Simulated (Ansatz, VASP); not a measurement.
This is a calculation of AlRu for Ansatz 0.2.0.

Contents of input.yaml:

```yaml
crystal:
  lattice:
    - [2.9916, 0.0, 0.0]
    - [0.0, 2.9916, 0.0]
    - [0.0, 0.0, 2.9916]
  atoms:
    - { symbol: Ru, position: [0.5, 0.5, 0.5] }
    - { symbol: Al, position: [0.0, 0.0, 0.0] }
hamiltonian:
  xc: pbe
  pseudopotentials: { kind: paw }
kpoints:
  mp_grid: { grid: [9, 9, 9] }
scf:
  occupations: { method: gaussian, width: 0.013 }
output:
  forces: true
  stress: true
  eigenvalues: true
```

Potentials or basis: Ansatz PAW.

Launch:

```console
$ ansatz run input.yaml --threads 2 --pin off --max-ram 5632MiB --backend cpu --events-out ev --progress --plain --runs-dir out
```

Question: Set up the same calculation for VASP 6.6.1. Potentials there: VASP PAW PBE potentials, release 64 (Ru_pv, Al).

Answer: As run (the cutoff follows the program's own potentials):

File INCAR:

```
PREC     = Accurate       # precision mode
ENCUT    = 520            # plane-wave cutoff, eV
EDIFF    = 1E-6           # SCF threshold, eV
ISMEAR   = 0              # smearing method
SIGMA    = 0.013000000000000001 # smearing width, eV
LREAL    = F              # projectors in reciprocal space
LASPH    = T              # aspherical terms in the spheres
NELM     = 60             # most SCF steps
ALGO     = Normal         # electronic algorithm
ISIF     = 2              # what is computed and relaxed
LWAVE    = F              # write WAVECAR
LCHARG   = T              # write CHGCAR
GGA      = PE             # functional
LELF     = T              # ELF
LVHAR    = T            
NBANDS   = 16             # bands
```

The input KPOINTS:

```
regular mesh
0
Gamma
  9 9 9
```

POSCAR

```
AlRu
1.0
    2.9916000000      0.0000000000      0.0000000000
    0.0000000000      2.9916000000      0.0000000000
    0.0000000000      0.0000000000      2.9916000000
Ru Al
1 1
Direct
    0.5000000000      0.5000000000      0.5000000000
    0.0000000000      0.0000000000      0.0000000000
```

Potentials or basis: VASP PAW PBE potentials, release 64 (Ru_pv, Al).

Run with:

```sh
$ cat potpaw_PBE.64/Ru_pv/POTCAR potpaw_PBE.64/Al/POTCAR > POTCAR
$ mpirun -np 1 vasp_std > vasp.out
```

Both were run:

|  | VASP | Ansatz | Ansatz less VASP |
| --- | --- | --- | --- |
| gap on the k mesh at the Fermi level (eV) | none | none | - |
| pressure (GPa) | 2.5 | 2.5 | -0.01 |

A gap of «none» marks a metal or a gap that the smearing closes. With one functional, cell and mesh, what is left measures potentials, basis and numerics. VASP's potentials hold 17 valence electrons a cell and Ansatz's 19, so a difference there can come from the potentials and not from the codes.
